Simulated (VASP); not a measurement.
# AlNi3 (Pm-3m) in VASP: further runs

Aim: see how the results for AlNi3 move with the level of theory and the settings. Levels: LDA, PBEsol. Tasks: single point.

Program: VASP 6.6.1. These are calculated values, not measurements. Logs are shortened: lines on timing, memory, paths and dates and some standing lists are left out, and cuts for length are marked.

**1. The cell of the first run**

Symmetry: Pm-3m, No. 221, cubic system. The conventional cell has a = 3.475 Å, b = 3.475 Å, c = 3.475 Å, α = 90.00°, β = 90.00°, γ = 90.00°. Ni (site symmetry 4/mmm) has 8 Ni at 2.46 Å and 4 Al at 2.46 Å within 3.2 Å. Al (site symmetry m-3m) has 12 Ni at 2.46 Å within 3.2 Å.

**2. Single point, LDA, collinear spin, ferromagnetic start**

INCAR

```
SYSTEM = AlNi3
  PREC = Accurate
  ENCUT = 520
  EDIFF = 1E-7
  ISMEAR = -1
  SIGMA = 0.05
  LREAL = .FALSE.
  LASPH = .TRUE.
  NELM = 150
  ALGO = Fast
  ISIF = 2
  LWAVE = .FALSE.
  LCHARG = .TRUE.
  ISPIN = 2
  MAGMOM = 1 1 1 0
  LORBIT = 11
  LMAXMIX = 4
  GGA = CA
  LELF = .TRUE.
  LVHAR = .TRUE.
  NBANDS = 28
```

KPOINTS

```
Automatic mesh
0
G
  8 8 8
  0 0 0
```

POSCAR

```
AlNi3
1.0
    3.4754400422      0.0000000000      0.0000000000
    0.0000000000      3.4754400422      0.0000000000
    0.0000000000      0.0000000000      3.4754400422
Ni Al
3 1
Direct
    0.5000000000      0.5000000000      0.0000000000
    0.5000000000      0.0000000000      0.5000000000
    0.0000000000      0.5000000000      0.5000000000
    0.0000000000      0.0000000000      0.0000000000
```

Potentials or basis: VASP PAW LDA potentials, release 64 (Ni, Al).

Command:

```console
$ cat potpaw_LDA.64/Ni/POTCAR potpaw_LDA.64/Al/POTCAR > POTCAR
$ mpirun -np 1 vasp_std > vasp.out
```

OUTCAR:

```text
SYSTEM = AlNi3
   PREC = Accurate
   ENCUT = 520
   EDIFF = 1E-7
   ISMEAR = -1
   LREAL = .FALSE.
   LASPH = .TRUE.
   NELM = 150
   ISIF = 2
   ISPIN = 2
   LORBIT = 11
   GGA = CA

 ion  position               nearest neighbor table
   1  0.500  0.500  0.000-   2 2.46   3 2.46   4 2.46   2 2.46   3 2.46   2 2.46   4 2.46   2 2.46
                             3 2.46   4 2.46   3 2.46   4 2.46
   2  0.500  0.000  0.500-   1 2.46   3 2.46   4 2.46   1 2.46   4 2.46   1 2.46   3 2.46   1 2.46
                             3 2.46   4 2.46   4 2.46   3 2.46
   3  0.000  0.500  0.500-   1 2.46   2 2.46   4 2.46   1 2.46   4 2.46   2 2.46   4 2.46   4 2.46
                             1 2.46   2 2.46   1 2.46   2 2.46
   4  0.000  0.000  0.000-   1 2.46   2 2.46   3 2.46   2 2.46   3 2.46   1 2.46   3 2.46   3 2.46
                             1 2.46   2 2.46   2 2.46   1 2.46

  LATTYP: Found a simple cubic cell.
 ALAT       =     3.4754400422

  Lattice vectors:

 A1 = (   3.4754400422,   0.0000000000,   0.0000000000)
 A2 = (   0.0000000000,   3.4754400422,   0.0000000000)
 A3 = (   0.0000000000,   0.0000000000,   3.4754400422)

Analysis of symmetry for initial positions (statically):
=====================================================================
 Subroutine PRICEL returns:
 Original cell was already a primitive cell.

 Routine SETGRP: Setting up the symmetry group for a
 simple cubic supercell.

 Subroutine GETGRP returns: Found 48 space group operations
 (whereof 48 operations were pure point group operations)
 out of a pool of 48 trial point group operations.

The static configuration has the point symmetry O_h .

Analysis of symmetry for dynamics (positions and initial velocities):
=====================================================================
 Subroutine PRICEL returns:
 Original cell was already a primitive cell.

 Routine SETGRP: Setting up the symmetry group for a
 simple cubic supercell.

 Subroutine GETGRP returns: Found 48 space group operations
 (whereof 48 operations were pure point group operations)
 out of a pool of 48 trial point group operations.

The dynamic configuration has the point symmetry O_h .

Analysis of structural, dynamic, and magnetic symmetry:
=====================================================================
 Subroutine PRICEL returns:
 Original cell was already a primitive cell.

 Routine SETGRP: Setting up the symmetry group for a
 simple cubic supercell.

 Subroutine GETGRP returns: Found 48 space group operations
 (whereof 48 operations were pure point group operations)
 out of a pool of 48 trial point group operations.

The overall configuration has the point symmetry O_h .

 Subroutine INISYM returns: Found 48 space group operations
 (whereof 48 operations are pure point group operations),
[... 127 lines left out ...]
   AEXX    =    0.0000 exact exchange contribution
   IVDW    =     0    specifies the selected vdW correction
   LEPSILON=     F    determine dielectric tensor
   LRPA    =     F    only Hartree local field effects (RPA)
 spin polarized calculation
 RMM-DIIS sequential band-by-band and
  energy-cutoff  :      520.00
  volume of cell :       41.98
 maximum number of plane-waves:      1144
 NGX is ok and might be reduce to    28
   NGX = 13   NGY = 13   NGZ = 13

 number of electron      32.9999973 magnetization       0.2634417

 Free energy of the ion-electron system (eV)
  ---------------------------------------------------
  ext. energy  EPLUGINS =         0.00000000
  ---------------------------------------------------
  free energy    TOTEN  =       -25.84298638 eV

  energy without entropy =      -25.80352584  energy(sigma->0) =      -25.82325611

 E-fermi :  10.1887     XC(G=0): -13.3813

 val. band max:       10.1821324765   @ k =   0.5000   0.3750   0.3750
 cond. band min:      10.1908737603   @ k =   0.3750   0.2500   0.2500
 fundamental gap:      0.0087412838
 Fermi energy:        10.1886783598

 spin component 1

 k-point     1 :       0.0000    0.0000    0.0000
  band No.  band energies     occupation
      1      -0.1976      1.00000
      2       5.5246      1.00000
      3       6.2636      1.00000
      4       6.2636      1.00000
      5       6.6708      1.00000
      6       6.6708      1.00000
[... 733 lines left out ...]
     27      25.6028      0.00000
     28      25.9630      0.00000

 [... further k-points ...]

 spin component 2

 k-point     1 :       0.0000    0.0000    0.0000
  band No.  band energies     occupation
      1      -0.1968      1.00000
      2       5.5660      1.00000
      3       6.3169      1.00000
      4       6.3169      1.00000
      5       6.7568      1.00000
      6       6.7568      1.00000
[... 733 lines left out ...]
     27      25.6028      0.00000
     28      25.9819      0.00000

 [... further k-points ...]
[... 5 lines left out ...]
  --------------------------------------------------------------------------------------
  -------------------------------------------------------------------------------------
  Total        0.3112230      0.3112230      0.3112230     -0.0000000      0.0000000     -0.0000000
  in kB       11.8782603     11.8782603     11.8782603     -0.0000000      0.0000000     -0.0000000
  external PRESSURE =      11.8782603 kB  Pullay stress =       0.0000000 kB

 VOLUME and BASIS-vectors are now :
 -----------------------------------------------------------------------------
  energy-cutoff  :      520.00
  volume of cell :       41.98
      direct lattice vectors                 reciprocal lattice vectors
     3.475440042  0.000000000  0.000000000     0.287733348  0.000000000  0.000000000
     0.000000000  3.475440042  0.000000000     0.000000000  0.287733348  0.000000000
     0.000000000  0.000000000  3.475440042     0.000000000  0.000000000  0.287733348

 POSITION                                       TOTAL-FORCE (eV/Angst)
 -----------------------------------------------------------------------------------
      1.73772      1.73772      0.00000         0.000000      0.000000      0.000000
      1.73772      0.00000      1.73772         0.000000      0.000000      0.000000
      0.00000      1.73772      1.73772         0.000000      0.000000      0.000000
      0.00000      0.00000      0.00000         0.000000      0.000000      0.000000
 -----------------------------------------------------------------------------------
    total drift:                                0.000000      0.000000      0.000000

  FREE ENERGIE OF THE ION-ELECTRON SYSTEM (eV)
  ---------------------------------------------------
  free  energy   TOTEN  =       -25.8429863828 eV

  energy  without entropy=      -25.8035258420  energy(sigma->0) =      -25.82325611

 total charge

# of ion       s       p       d       tot
------------------------------------------
    1        0.529   0.581   8.436   9.546
    2        0.529   0.581   8.436   9.546
    3        0.529   0.581   8.436   9.546
    4        0.420   0.426   0.000   0.846
--------------------------------------------------
tot          2.006   2.169  25.308  29.484

 magnetization (x)

# of ion       s       p       d       tot
------------------------------------------
    1       -0.001  -0.002   0.094   0.091
    2       -0.001  -0.002   0.094   0.091
    3       -0.001  -0.002   0.094   0.091
    4       -0.000  -0.003   0.000  -0.003
--------------------------------------------------
tot         -0.002  -0.008   0.281   0.270
```

OSZICAR:

```text
N       E                     dE             d eps       ncg     rms          rms(c)
DAV:   1     0.194409614204E+03    0.19441E+03   -0.14242E+04  4064   0.158E+03
DAV:   2    -0.168491488205E+02   -0.21126E+03   -0.19547E+03  3932   0.296E+02
DAV:   3    -0.298352978621E+02   -0.12986E+02   -0.12145E+02  4348   0.917E+01
[... 12 lines left out ...]
RMM:  16    -0.258429812123E+02   -0.10697E-05   -0.48676E-07  4108   0.587E-03    0.128E-02
RMM:  17    -0.258429835182E+02   -0.23059E-05   -0.23920E-06  5063   0.131E-02    0.954E-03
RMM:  18    -0.258429849053E+02   -0.13871E-05   -0.15279E-06  4796   0.104E-02    0.720E-03
RMM:  19    -0.258429862931E+02   -0.13878E-05   -0.56822E-06  6082   0.198E-02    0.193E-03
RMM:  20    -0.258429863828E+02   -0.89751E-07   -0.42614E-07  4289   0.589E-03
   1 F= -.25842986E+02 E0= -.25823256E+02  d E =-.394605E-01  mag=     0.2638
```

stdout:

```text
POSCAR found type information on POSCAR NiAl
 POSCAR found :  2 types and       4 ions
 scaLAPACK will be used
 LDA part: xc-table for (Slater(with rela. corr.)+CA(PZ))
 , standard interpolation
 POSCAR, INCAR and KPOINTS ok, starting setup
 FFT: planning ... GRIDC
 FFT: planning ... GRID_SOFT
 FFT: planning ... GRID
 WAVECAR not read
 entering main loop
```

Run time: 50 s. Hardware: 1 thread of Intel Xeon 6975P-C (Granite Rapids), shared host; peak memory 0.18 GiB.

What came out:

```yaml
Free_energy: -25.8430 eV
Pressure: 1.2 GPa
Net_moment: 0.26 μB per cell
Site_moments: Ni +0.09; Al -0.00 μB
Valence_electrons_inside_the_program's_atomic_spheres: Ni 9.55; Al 0.85
```

**3. Single point, PBEsol, collinear spin, ferromagnetic start**

INCAR

```
SYSTEM = AlNi3
PREC     = Accurate       ! precision mode
ENCUT    = 520            ! plane-wave cutoff, eV
EDIFF    = 1E-6           ! SCF threshold, eV
ISMEAR   = -1             ! smearing method
SIGMA    = 0.05           ! smearing width, eV
LREAL    = .FALSE.        ! projectors in reciprocal space
LASPH    = .TRUE.         ! aspherical terms in the spheres
NELM     = 150            ! most SCF steps
ALGO     = Normal         ! electronic algorithm
ISIF     = 2              ! what is computed and relaxed
LWAVE    = .FALSE.        ! write WAVECAR
LCHARG   = .FALSE.        ! write CHGCAR
ISPIN    = 2              ! spin polarisation
MAGMOM   = 1 1 1 0        ! initial moments
LORBIT   = 11             ! projections on sites
LMAXMIX  = 4              ! l up to which the mixer works
GGA      = PS             ! functional
NBANDS   = 28             ! bands
```

KPOINTS

```
regular mesh
0
G
  8 8 8
  0 0 0
```

POSCAR is that of step 2.

Potentials or basis: VASP PAW PBE potentials, release 64 (Ni, Al).

Command:

```console
$ cat potpaw_PBE.64/Ni/POTCAR potpaw_PBE.64/Al/POTCAR > POTCAR
$ mpirun -np 1 vasp_std > vasp.out
```

Run time: 38 s. Hardware: 1 thread of Intel Xeon 6975P-C (Granite Rapids), shared host; peak memory 0.2 GiB.

It converged, with:

```yaml
Free_energy: -24.2624 eV
Pressure: 8.4 GPa
Net_moment: 0.57 μB per cell
Site_moments: Ni +0.20; Al -0.01 μB
Valence_electrons_inside_the_program's_atomic_spheres: Ni 9.54; Al 0.84
```

Levels at points of the mesh, in eV from the Fermi level:
Spin up:
```
           k point  band 13  band 14  band 15  band 16  band 17  band 18  band 19  band 20  band 21  band 22
(0.00, 0.00, 0.00)    -0.21     0.02     0.02     0.02     0.88     0.88     0.88     6.98     6.98     8.02
(0.50, 0.00, 0.00)    -1.27    -1.23    -1.09    -0.48     0.02     5.81     5.81     5.90     5.90     6.70
(0.50, 0.50, 0.00)    -1.38    -1.26    -1.00    -1.00    -0.59     1.00     1.00     8.51     8.51     8.74
(0.50, 0.50, 0.50)    -1.37    -1.12    -1.12    -0.32    -0.19    -0.19    -0.19     3.92     4.39     4.39
```
Spin down:
```
           k point  band 12  band 13  band 14  band 15  band 16  band 17  band 18  band 19  band 20  band 21
(0.00, 0.00, 0.00)    -0.40     0.01     0.34     0.34     0.34     0.87     0.87     0.87     7.05     7.05
(0.50, 0.00, 0.00)    -1.10    -1.04    -1.04    -0.90    -0.32     0.34     5.86     5.86     5.95     5.95
(0.50, 0.50, 0.00)    -1.23    -1.23    -1.16    -0.85    -0.69    -0.48     1.22     1.22     8.55     8.55
(0.50, 0.50, 0.50)    -1.24    -1.24    -0.97    -0.97    -0.32     0.10     0.10     0.10     3.99     4.55
```

Caveat: the PAW data sets were made with another functional, which shifts forces and pressure a little.

**4. Single point, LDA, collinear spin, ferromagnetic start**

This run uses another cell than the first one, of 10.71 Å³/atom, 1.021 times its volume.

INCAR

```
SYSTEM = AlNi3
PREC = Accurate ; ENCUT = 520
EDIFF = 1E-7 ; ISMEAR = -1
SIGMA = 0.05 ; LREAL = .FALSE.
LASPH = .TRUE. ; NELM = 150
ALGO = Normal ; ISIF = 2
LWAVE = .FALSE. ; LCHARG = .TRUE.
ISPIN = 2 ; MAGMOM = 1 1 1 0
LORBIT = 11 ; LMAXMIX = 4
GGA = CA ; LELF = .TRUE.
LVHAR = .TRUE. ; NBANDS = 28
```

KPOINTS

```
Automatic mesh
0
G
  8 8 8
  0 0 0
```

POSCAR

```
AlNi3
1.0
    3.4994093517      0.0000000000      0.0000000000
    0.0000000000      3.4994093517      0.0000000000
    0.0000000000      0.0000000000      3.4994093517
Ni Al
3 1
Direct
    0.5000000000      0.5000000000      0.0000000000
    0.5000000000      0.0000000000      0.5000000000
    0.0000000000      0.5000000000      0.5000000000
    0.0000000000      0.0000000000      0.0000000000
```

Potentials or basis: VASP PAW LDA potentials, release 64 (Ni, Al).

Command:

```console
$ cat potpaw_LDA.64/Ni/POTCAR potpaw_LDA.64/Al/POTCAR > POTCAR
$ mpirun -np 1 vasp_std > vasp.out
```

Wall time 43 s (1 thread of Intel Xeon 6975P-C (Granite Rapids), shared host); peak memory 0.18 GiB.

The run converged. Its results:

| Item | Value |
| --- | --- |
| Free energy | -25.8372 eV |
| Pressure | -3.2 GPa |
| Net moment | 0.33 μB per cell |
| Site moments | Ni +0.11; Al -0.00 μB |
| Valence electrons inside the program's atomic spheres | Ni 9.51; Al 0.83 |

Levels at points of the mesh, in eV from the Fermi level:
Spin up:
```tsv
k point	band 14	band 15	band 16	band 17	band 18	band 19	band 20	band 21
(0.00, 0.00, 0.00)	0.10	0.10	0.10	0.92	0.92	0.92	6.94	6.94
(0.50, 0.00, 0.00)	-1.15	-1.00	-0.42	0.10	5.80	5.80	5.82	5.82
(0.50, 0.50, 0.00)	-1.18	-0.92	-0.89	-0.52	1.05	1.05	8.47	8.47
(0.50, 0.50, 0.50)	-1.04	-1.04	-0.19	-0.10	-0.10	-0.10	3.78	4.36
```
Spin down:
```
           k point  band 12  band 13  band 14  band 15  band 16  band 17  band 18  band 19  band 20  band 21
(0.00, 0.00, 0.00)    -0.39    -0.02     0.26     0.26     0.26     0.92     0.92     0.92     6.99     6.99
(0.50, 0.00, 0.00)    -1.07    -1.05    -1.05    -0.90    -0.32     0.26     5.83     5.83     5.85     5.85
(0.50, 0.50, 0.00)    -1.20    -1.20    -1.12    -0.84    -0.74    -0.45     1.16     1.16     8.49     8.49
(0.50, 0.50, 0.50)    -1.20    -1.20    -0.95    -0.95    -0.18     0.03     0.03     0.03     3.83     4.44
```

**5. Single point, PBEsol, collinear spin, ferromagnetic start**

This run uses another cell than the first one, of 10.71 Å³/atom, 1.021 times its volume.

INCAR

```
SYSTEM = AlNi3
ALGO = Fast
EDIFF = 1E-6
ENCUT = 520
GGA = PS
ISIF = 2
ISMEAR = -1
ISPIN = 2
LASPH = .TRUE.
LCHARG = .TRUE.
LELF = .TRUE.
LMAXMIX = 4
LORBIT = 11
LREAL = .FALSE.
LVHAR = .TRUE.
LWAVE = .FALSE.
MAGMOM = 1 1 1 0
NBANDS = 28
NELM = 150
PREC = Accurate
SIGMA = 0.05
```

KPOINTS

```
k-points
0
G
  8 8 8
  0 0 0
```

POSCAR is that of step 4.

Potentials or basis: VASP PAW PBE potentials, release 64 (Ni, Al).

Command:

```console
$ cat potpaw_PBE.64/Ni/POTCAR potpaw_PBE.64/Al/POTCAR > POTCAR
$ mpirun -np 1 vasp_std > vasp.out
```

Run time: 41 s. Hardware: 1 thread of Intel Xeon 6975P-C (Granite Rapids), shared host; peak memory 0.2 GiB.

Results (log left out):

```yaml
Free_energy: -24.2949 eV
Pressure: 3.7 GPa
Net_moment: 0.60 μB per cell
Site_moments: Ni +0.21; Al -0.01 μB
Valence_electrons_inside_the_program's_atomic_spheres: Ni 9.50; Al 0.82
```

Levels at points of the mesh, in eV from the Fermi level:
Spin up:
| k point | band 13 | band 14 | band 15 | band 16 | band 17 | band 18 | band 19 | band 20 | band 21 | band 22 |
| --- | --- | --- | --- | --- | --- | --- | --- | --- | --- | --- |
| (0.00, 0.00, 0.00) | -0.22 | 0.00 | 0.00 | 0.00 | 0.88 | 0.88 | 0.88 | 6.85 | 6.85 | 7.81 |
| (0.50, 0.00, 0.00) | -1.25 | -1.20 | -1.07 | -0.48 | 0.00 | 5.74 | 5.74 | 5.79 | 5.79 | 6.62 |
| (0.50, 0.50, 0.00) | -1.35 | -1.24 | -0.98 | -0.98 | -0.58 | 0.96 | 0.96 | 8.41 | 8.41 | 8.57 |
| (0.50, 0.50, 0.50) | -1.34 | -1.09 | -1.09 | -0.28 | -0.20 | -0.20 | -0.20 | 3.77 | 4.28 | 4.28 |
Spin down:
| k point | band 12 | band 13 | band 14 | band 15 | band 16 | band 17 | band 18 | band 19 | band 20 | band 21 |
| --- | --- | --- | --- | --- | --- | --- | --- | --- | --- | --- |
| (0.00, 0.00, 0.00) | -0.38 | 0.01 | 0.34 | 0.34 | 0.34 | 0.86 | 0.86 | 0.86 | 6.93 | 6.93 |
| (0.50, 0.00, 0.00) | -1.07 | -1.00 | -1.00 | -0.87 | -0.31 | 0.34 | 5.79 | 5.79 | 5.84 | 5.84 |
| (0.50, 0.50, 0.00) | -1.19 | -1.19 | -1.13 | -0.82 | -0.66 | -0.46 | 1.19 | 1.19 | 8.45 | 8.45 |
| (0.50, 0.50, 0.50) | -1.20 | -1.20 | -0.93 | -0.93 | -0.28 | 0.10 | 0.10 | 0.10 | 3.85 | 4.45 |

Caveat: the PAW data sets were made with another functional, which shifts forces and pressure a little.

**6. Single point, LDA, collinear spin, ferromagnetic start**

This run uses another cell than the first one, of 10.93 Å³/atom, 1.042 times its volume.

INCAR

```
PREC = Accurate
ENCUT = 520
EDIFF = 1E-7
ISMEAR = -1
SIGMA = 0.05
LREAL = False
LASPH = True
NELM = 150
ALGO = Fast
ISIF = 2
LWAVE = False
LCHARG = True
ISPIN = 2
MAGMOM = 1 1 1 0
LORBIT = 11
LMAXMIX = 4
LELF = True
LVHAR = True
NBANDS = 28
```

KPOINTS

```
regular mesh
0
Gamma
  8 8 8
```

POSCAR

```
AlNi3
1.0
    3.5230547267      0.0000000000      0.0000000000
    0.0000000000      3.5230547267      0.0000000000
    0.0000000000      0.0000000000      3.5230547267
Ni Al
3 1
Direct
    0.5000000000      0.5000000000      0.0000000000
    0.5000000000      0.0000000000      0.5000000000
    0.0000000000      0.5000000000      0.5000000000
    0.0000000000      0.0000000000      0.0000000000
```

Potentials or basis: VASP PAW LDA potentials, release 64 (Ni, Al).

Command:

```console
$ cat potpaw_LDA.64/Ni/POTCAR potpaw_LDA.64/Al/POTCAR > POTCAR
$ mpirun -np 1 vasp_std > vasp.out
```

Wall time 47 s (1 thread of Intel Xeon 6975P-C (Granite Rapids), shared host); peak memory 0.19 GiB.

Results (log left out):

```yaml
Free_energy: -25.8087 eV
Pressure: -7.2 GPa
Net_moment: 0.38 μB per cell
Site_moments: Ni +0.13; Al -0.00 μB
Valence_electrons_inside_the_program's_atomic_spheres: Ni 9.47; Al 0.82
```

Levels at points of the mesh, in eV from the Fermi level:
Spin up:
| k point | band 14 | band 15 | band 16 | band 17 | band 18 | band 19 | band 20 | band 21 |
| --- | --- | --- | --- | --- | --- | --- | --- | --- |
| (0.00, 0.00, 0.00) | 0.08 | 0.08 | 0.08 | 0.92 | 0.92 | 0.92 | 6.82 | 6.82 |
| (0.50, 0.00, 0.00) | -1.12 | -0.98 | -0.42 | 0.08 | 5.71 | 5.71 | 5.73 | 5.73 |
| (0.50, 0.50, 0.00) | -1.16 | -0.91 | -0.88 | -0.51 | 1.01 | 1.01 | 8.37 | 8.37 |
| (0.50, 0.50, 0.50) | -1.02 | -1.02 | -0.16 | -0.12 | -0.12 | -0.12 | 3.64 | 4.25 |
Spin down:
| k point | band 12 | band 13 | band 14 | band 15 | band 16 | band 17 | band 18 | band 19 | band 20 | band 21 |
| --- | --- | --- | --- | --- | --- | --- | --- | --- | --- | --- |
| (0.00, 0.00, 0.00) | -0.37 | -0.02 | 0.26 | 0.26 | 0.26 | 0.92 | 0.92 | 0.92 | 6.87 | 6.87 |
| (0.50, 0.00, 0.00) | -1.03 | -1.02 | -1.02 | -0.86 | -0.31 | 0.26 | 5.75 | 5.75 | 5.77 | 5.77 |
| (0.50, 0.50, 0.00) | -1.16 | -1.16 | -1.08 | -0.81 | -0.71 | -0.43 | 1.13 | 1.13 | 8.39 | 8.39 |
| (0.50, 0.50, 0.50) | -1.16 | -1.16 | -0.92 | -0.92 | -0.15 | 0.04 | 0.04 | 0.04 | 3.69 | 4.34 |

**7. Summary**

```csv
level,potentials or basis,cell,gap on the mesh (eV),pressure (GPa),moment (μB)
LDA,"VASP PAW LDA potentials, release 64 (Ni, Al)","a = 3.475 Å, 4 atoms",none,1.2,0.26
PBEsol,"VASP PAW PBE potentials, release 64 (Ni, Al)","a = 3.475 Å, 4 atoms",none,8.4,0.57
LDA,"VASP PAW LDA potentials, release 64 (Ni, Al)","a = 3.499 Å, 4 atoms",none,-3.2,0.33
PBEsol,"VASP PAW PBE potentials, release 64 (Ni, Al)","a = 3.499 Å, 4 atoms",none,3.7,0.60
LDA,"VASP PAW LDA potentials, release 64 (Ni, Al)","a = 3.523 Å, 4 atoms",none,-7.2,0.38
```

Alike in all rows: task single point; spin collinear, ferromagnetic start; k mesh 8 × 8 × 8; cutoff (eV) 520; smearing fermi-dirac 0.05 eV.

Caveats: the PAW data sets were made with another functional, which shifts forces and pressure a little (some runs).

Absolute energies hang on the potentials; compare differences alone.
